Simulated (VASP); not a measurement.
A run of VASP 6.6.1 is set up as follows.

The input INCAR:

```
PREC = Accurate
ENCUT = 520
EDIFF = 1E-6
ISMEAR = 0
SIGMA = 0.05
LREAL = False
LASPH = True
NELM = 100
ALGO = Normal
ISIF = 2
LWAVE = False
LCHARG = False
GGA = CA
NBANDS = 26
```

Contents of KPOINTS:

```
Automatic mesh
0
Gamma
  8 6 4
```

File POSCAR:

```
AlN
1.0
   -1.6378403119      2.8368226349      0.0000000000
    0.0000000000      0.0000000000      4.1006264518
    4.9135209358      2.8368226349      0.0000000000
Al N
4 4
Direct
    0.6449884176      0.7500000000      0.2402326248
    1.0000000000      0.7500000000      0.6666666667
    0.0000000000      0.2500000000      0.3333333333
    0.5000000000      0.2500000000      0.8333333333
    0.5000000000      0.2500000000      0.1666666667
    1.0000000000      0.2500000000      0.6666666667
    0.0000000000      0.7500000000      0.3333333333
    0.5000000000      0.7500000000      0.8333333333
```

Potentials or basis: VASP PAW LDA potentials, release 64 (Al, N).

Command:

```sh
$ cat potpaw_LDA.64/Al/POTCAR potpaw_LDA.64/N/POTCAR > POTCAR
$ mpirun -np 1 vasp_std > vasp.out
```

Question: Predict the pressure.

Answer: 34.1 GPa.

Question: What does it give for the largest force?

Answer: 45.155 eV/Å.

Question: Predict the band gap on the k mesh.

Answer: 2.87 eV, direct.

Stress tensor (GPa, compression positive):
```
 -3.74 -10.16   0.00
-10.16 103.75   0.00
  0.00   0.00   2.20
```

Caveat: the cell differs from its parent crystal (atom 1 (Al) moved by +0.124 Å along [1 0 0] and +0.620 Å along [1 2 0]); forces of over 1 eV/Å act on the atoms, so gaps and moduli don't describe the material at rest. A k mesh can miss the band edges.
